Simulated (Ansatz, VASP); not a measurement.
## Sc2SbP3: VASP beside Ansatz

```
Sc Sb P
1.0
     5.92949    0.00000    0.00000
    -2.96474    5.13509    0.00000
     0.00000    0.00000    3.90666
Sc Sb P
2 1 3
Direct
  0.33333 0.66667 0.00000
  0.66667 0.33333 0.00000
  0.00000 0.00000 0.00000
  0.50000 0.00000 0.50000
  0.50000 0.50000 0.50000
  0.00000 0.50000 0.50000
```

Change from the starting cell: species swapped into the DyCo3B2 type (P6/mmm, No. 191).

Alike in both runs: task single point; functional PBE; k mesh 3 × 3 × 4; occupations gaussian, width 0.1 eV; collinear spin.

```csv
,VASP,Ansatz
version,VASP 6.6.1,Ansatz 0.2.0
potentials or method,"VASP PAW PBE potentials, release 64 (Sc_sv, Sb, P), cutoff 520 eV","scalar-relativistic, plane waves, PAW"
valence electrons in the cell,42,52
```

VASP gave:

```
gap on the k mesh at the Fermi level (eV)                     : none
pressure (GPa)                                                : -0.1
traceless stress, the component that is largest in VASP (GPa) : 1.11
net moment per atom (μB)                                      : 0.00
```

**Question.** Estimate Ansatz's values.

**Answer.** gap on the k mesh at the Fermi level (eV): none; pressure (GPa): -0.3; traceless stress, the component that is largest in VASP (GPa): 1.01; net moment per atom (μB): 0.00.

A gap of «none» marks a metal or a gap that the smearing closes. VASP's potentials hold 42 valence electrons a cell and Ansatz's 52, so a difference there can come from the potentials and not from the codes. Ansatz's warnings: filled band counts differ across k points, seeded moment not kept.

The k mesh is coarse, so the values compare programs but aren't converged. Spin-orbit coupling is off throughout.
